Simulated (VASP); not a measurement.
# ZrB2 (P6/mmm) in VASP: vibrations by perturbation theory with PBEsol

Aim: the vibrations by perturbation theory of ZrB2 with PBEsol.

All numbers are computed with VASP 6.6.1; they aren't measurements. Logs are shortened: lines on timing, memory, paths and dates and some standing lists are left out, and cuts for length are marked.

## (1) The cell of the first run

Symmetry: P6/mmm, No. 191, hexagonal system. The conventional cell has a = 3.155 Å, b = 3.155 Å, c = 3.507 Å, α = 90.00°, β = 90.00°, γ = 120.00°. Zr (site symmetry 6/mmm) has 12 B at 2.53 Å and 6 Zr at 3.15 Å within 3.3 Å. Within 2.4 Å of B (site symmetry -6m2) lie 3 B at 1.82 Å.

## (2) Vibrations by perturbation theory, PBEsol

INCAR

```
PREC = Accurate ; ENCUT = 520
EDIFF = 1E-8 ; ISMEAR = 0
SIGMA = 0.15 ; LREAL = False
LASPH = True ; NELM = 100
ALGO = Normal ; ISIF = 2
LWAVE = False ; LCHARG = False
GGA = PS ; NBANDS = 16
IBRION = 8 ; NSW = 1
```

KPOINTS

```
Automatic mesh
0
Gamma
  12 12 10
```

POSCAR

```
ZrB2
1.0
    3.1547058332      0.0000000000      0.0000000000
   -1.5773529166      2.7320553930      0.0000000000
    0.0000000000      0.0000000000      3.5073761445
Zr B
1 2
Direct
    0.0000000000      0.0000000000      0.0000000000
    0.3333333333      0.6666666667      0.5000000000
    0.6666666667      0.3333333333      0.5000000000
```

Potentials or basis: VASP PAW PBE potentials, release 64 (Zr_sv, B).

Launch:

```sh
> cat potpaw_PBE.64/Zr_sv/POTCAR potpaw_PBE.64/B/POTCAR > POTCAR
> mpirun -np 1 vasp_std > vasp.out
```

OUTCAR:

```text
PREC = Accurate
   ENCUT = 520
   EDIFF = 1E-8
   ISMEAR = 0
   LREAL = False
   LASPH = True
   NELM = 100
   ISIF = 2
   GGA = PS
   IBRION = 8
   NSW = 1

 ion  position               nearest neighbor table
   1  0.000  0.000  0.000-   2 2.53   3 2.53   2 2.53   3 2.53   2 2.53   2 2.53   3 2.53   3 2.53
                             3 2.53   3 2.53   2 2.53   2 2.53
   2  0.333  0.667  0.500-   3 1.82   3 1.82   3 1.82   1 2.53   1 2.53   1 2.53   1 2.53   1 2.53
                             1 2.53
   3  0.667  0.333  0.500-   2 1.82   2 1.82   2 1.82   1 2.53   1 2.53   1 2.53   1 2.53   1 2.53
                             1 2.53

  LATTYP: Found a hexagonal cell.
 ALAT       =     3.1547058332
 C/A-ratio  =     1.1117918215

  Lattice vectors:

 A1 = (   3.1547058332,   0.0000000000,   0.0000000000)
 A2 = (  -1.5773529166,   2.7320553930,   0.0000000000)
 A3 = (   0.0000000000,   0.0000000000,   3.5073761445)

Analysis of symmetry for initial positions (statically):
=====================================================================
 Subroutine PRICEL returns:
 Original cell was already a primitive cell.

 Routine SETGRP: Setting up the symmetry group for a
 hexagonal supercell.

 Subroutine GETGRP returns: Found 24 space group operations
 (whereof 24 operations were pure point group operations)
 out of a pool of 24 trial point group operations.

The static configuration has the point symmetry D_6h.

Analysis of symmetry for dynamics (positions and initial velocities):
=====================================================================
 Subroutine PRICEL returns:
 Original cell was already a primitive cell.

 Routine SETGRP: Setting up the symmetry group for a
 hexagonal supercell.

 Subroutine GETGRP returns: Found 24 space group operations
 (whereof 24 operations were pure point group operations)
 out of a pool of 24 trial point group operations.

The dynamic configuration has the point symmetry D_6h.

 Subroutine INISYM returns: Found 24 space group operations
 (whereof 24 operations are pure point group operations),
 and found     1 'primitive' translations

----------------------------------------------------------------------------------------

                                     Primitive cell

  volume of cell :      30.2295

  direct lattice vectors                    reciprocal lattice vectors
     3.154705833  0.000000000  0.000000000     0.316986766  0.183012395  0.000000000
    -1.577352917  2.732055393  0.000000000     0.000000000  0.366024789  0.000000000
     0.000000000  0.000000000  3.507376144     0.000000000  0.000000000  0.285113418

  length of vectors
     3.154705833  3.154705833  3.507376144     0.366024789  0.366024789  0.285113418

  position of ions in fractional coordinates (direct lattice)
     0.000000000  0.000000000  0.000000000
     0.333333333  0.666666667  0.500000000
     0.666666667  0.333333333  0.500000000

  ion indices of the primitive-cell ions
   primitive index   ion index
                 1           1
                 2           2
                 3           3

----------------------------------------------------------------------------------------

 KPOINTS: Automatic mesh

Automatic generation of k-mesh.
 Grid dimensions read from file:
 generate k-points for:   12   12   10

[... 99 lines left out ...]
 NGX is ok and might be reduce to    24
   NGX = 11   NGY = 11   NGZ = 13

--------------------------------------- Ionic step        1  -------------------------------------------

 number of electron      18.0000000 magnetization

 Free energy of the ion-electron system (eV)
  ---------------------------------------------------
  ext. energy  EPLUGINS =         0.00000000
  ---------------------------------------------------
  free energy    TOTEN  =       -26.40515172 eV

  energy without entropy =      -26.40171217  energy(sigma->0) =      -26.40343194

 E-fermi :  10.6842     XC(G=0): -12.6177

 val. band max:       10.5536936550   @ k =   0.1667   0.1667   0.2000
 cond. band min:      10.6929620751   @ k =   0.0833  -0.0000   0.3000
 fundamental gap:      0.1392684200
 Fermi energy:        10.6841945250

 k-point     1 :       0.0000    0.0000    0.0000
  band No.  band energies     occupation
      1     -37.8311      2.00000
      2     -16.0656      2.00000
      3     -15.4813      2.00000
      4     -15.4813      2.00000
      5      -2.1560      2.00000
      6       7.9435      2.00000
[... 433 lines left out ...]
      3     -15.9594      2.00000
      4     -15.6494      2.00000
      5      -0.0872      2.00000
      6       4.1434      2.00000
[... 8 lines left out ...]
     15      18.5519      0.00000
     16      21.3269      0.00000

 [... further k-points ...]

------------------------ aborting loop because EDIFF is reached ----------------------------------------

  FORCE on cell =-STRESS in cart. coord.  units (eV):
  Direction    XX          YY          ZZ          XY          YZ          ZX
  --------------------------------------------------------------------------------------
  -------------------------------------------------------------------------------------
  Total        0.0559842      0.0559842      0.0653687      0.0000000     -0.0000000     -0.0000000
  in kB        2.9671895      2.9671895      3.4645755      0.0000000     -0.0000000     -0.0000000
  external PRESSURE =       3.1329848 kB  Pullay stress =       0.0000000 kB

 VOLUME and BASIS-vectors are now :
 -----------------------------------------------------------------------------
  energy-cutoff  :      520.00
  volume of cell :       30.23
      direct lattice vectors                 reciprocal lattice vectors
     3.154705833  0.000000000  0.000000000     0.316986766  0.183012395  0.000000000
    -1.577352917  2.732055393  0.000000000     0.000000000  0.366024789  0.000000000
     0.000000000  0.000000000  3.507376144     0.000000000  0.000000000  0.285113418

 POSITION                                       TOTAL-FORCE (eV/Angst)
 -----------------------------------------------------------------------------------
      0.00000      0.00000      0.00000        -0.000000      0.000000      0.000000
     -0.00000      1.82137      1.75369        -0.000000      0.000000      0.000000
      1.57735      0.91069      1.75369         0.000000     -0.000000      0.000000
 -----------------------------------------------------------------------------------
    total drift:                               -0.000000      0.000000     -0.000000

  FREE ENERGIE OF THE ION-ELECTRON SYSTEM (eV)
  ---------------------------------------------------
  free  energy   TOTEN  =       -26.4051517163 eV

  energy  without entropy=      -26.4017121726  energy(sigma->0) =      -26.40343194

[... ionic steps 2 to 3 ...]

--------------------------------------- Ionic step        4  -------------------------------------------

------------------------ aborting loop because EDIFF is reached ----------------------------------------
[... 11 lines left out ...]
[... ionic steps 8 to 8 ...]

--------------------------------------- Ionic step        9  -------------------------------------------

 Free energy of the ion-electron system (eV)
  ---------------------------------------------------
  ---------------------------------------------------
  free energy    TOTEN  =        -0.04486900 eV

  energy without entropy =       -0.04486900

------------------------ aborting loop because EDIFF is reached ----------------------------------------

 INTERNAL STRAIN TENSOR  FOR ION    2  DIRECTION 3   (eV/Angst):
 -----------------------------------------------------------------------------
    -0.00276  0.00000  0.00000
     0.00000 -0.00276  0.00000
     0.00000 -0.00000  0.00156

 INTERNAL STRAIN TENSOR FOR ION    3 for displacements in x,y,z  (eV/Angst):
          X           Y           Z          XY          YZ          ZX
  --------------------------------------------------------------------------------
  x     0.00000     0.00000     0.00000    -1.64524     0.00000     0.00000
  y    -1.64524     1.64524     0.00000     0.00000     0.00000     0.00000
  z     0.00000     0.00000     0.00000     0.00000     0.00000     0.00000

 SECOND DERIVATIVES (NOT SYMMETRIZED)
 ------------------------------------
               1X          1Y          1Z          2X          2Y          2Z          3X          3Y          3Z
  1X   -13.769779    0.000000    0.000000    6.884889    0.000000    0.000000    6.884889    0.000000    0.000000
  1Y     0.000000  -13.769779    0.000000    0.000000    6.884889    0.000000    0.000000    6.884889    0.000000
  1Z     0.000000   -0.000000  -15.063713   -0.000000    0.000000    7.531857   -0.000000    0.000000    7.531857
  2X     6.826809    0.000000    0.000000  -15.615115   -0.000000    0.000000    8.788306    0.000000    0.000000
  2Y     0.000000    6.826809    0.000000   -0.000000  -15.615115    0.000000    0.000000    8.788306    0.000000
  2Z     0.000000   -0.000000    7.522563    0.000000   -0.000000   -9.926163    0.000000    0.000000    2.403600
  3X     6.826809    0.000000    0.000000    8.788306    0.000000    0.000000  -15.615115   -0.000000    0.000000
  3Y     0.000000    6.826809    0.000000    0.000000    8.788306    0.000000   -0.000000  -15.615115    0.000000
  3Z     0.000000   -0.000000    7.522563    0.000000    0.000000    2.403600    0.000000   -0.000000   -9.926163

 Eigenvectors and eigenvalues of the dynamical matrix
 ----------------------------------------------------

   1 f  =   23.487844 THz   147.578476 2PiTHz  783.470142 cm-1    97.137874 meV
             X         Y         Z           dx          dy          dz
      0.000000  0.000000  0.000000    -0.000000   -0.000000    0.000000
     -0.000000  1.821370  1.753688     0.707107    0.000022   -0.000000
      1.577353  0.910685  1.753688    -0.707107   -0.000022    0.000000
[... 43 lines left out ...]
   9 f/i=    0.023113 THz     0.145224 2PiTHz    0.770968 cm-1     0.095588 meV
             X         Y         Z           dx          dy          dz
      0.000000  0.000000  0.000000    -0.787674   -0.432026   -0.000000
     -0.000000  1.821370  1.753688    -0.272312   -0.149359   -0.000000
      1.577353  0.910685  1.753688    -0.272312   -0.149359   -0.000000

--------------------------------------------------------------------------------------------------------

 ELASTIC MODULI CONTR FROM IONIC RELAXATION (kBar)
 Direction    XX          YY          ZZ          XY          YZ          ZX
 --------------------------------------------------------------------------------
 XX         -11.7576     11.7576      0.0000     -0.0000      0.0000      0.0000
 YY          11.7576    -11.7576      0.0000      0.0000      0.0000      0.0000
 ZZ           0.0000      0.0000      0.0000      0.0000      0.0000      0.0000
 XY          -0.0000      0.0000      0.0000    -11.7576      0.0000      0.0000
 YZ           0.0000      0.0000      0.0000      0.0000      0.0000      0.0000
 ZX           0.0000      0.0000      0.0000      0.0000      0.0000      0.0000
 --------------------------------------------------------------------------------
```

It took 8.1 min on 1 thread of Intel Xeon Platinum 8259CL at 2.50GHz (Skylake/Cascade Lake), shared host; peak memory 0.52 GiB.

What came out:

```yaml
Highest_phonon_frequency_at_Γ: 783 cm⁻¹
```

Phonon frequencies in cm⁻¹ (negative: imaginary):
| q point | frequencies |
| --- | --- |
| (0.000, 0.000, 0.000) | -1 -1 0 461 461 484 557 783 783 |

Caveat: the PAW data sets were made with another functional, which shifts forces and pressure a little.
